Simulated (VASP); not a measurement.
Runs of VASP 6.6.1 on Ga. The structure is that of space group Im-3m (No. 229), or close to it. The cells are those of the table. This isn't the form of Ga at room conditions, which is orthorhombic.

```csv
task,spin,cell,cutoff (eV),gap on the mesh (eV),pressure (GPa)
single point,off,"a = 2.827 Å, angles 109.5°, 1 atom",520,none,0.1
single point,off,"a = 2.749 Å, angles 109.5°, 1 atom",520,none,(a)
relaxation of cell and atoms,off,"relaxed from a = 2.912 Å, angles 109.5°, 1 atom",600,none,0.0
single point,"non-collinear, zero start, SOC","a = 2.580 Å, angles 109.5°, 1 atom",520,-,34.1
```

Alike in all rows: level LDA; potentials or basis VASP PAW LDA potentials, release 64 (Ga_d); k mesh 16 × 16 × 16; smearing fermi-dirac 0.05 eV.

Problem. Estimate the missing entries.

Solution. (a) 6.6.

Caveats: the cell stands under pressure (at least some runs).

A k mesh can miss the band edges, and rows without SOC leave out spin-orbit coupling on Ga.

A gap of «none» marks levels without a gap at the run's occupations.
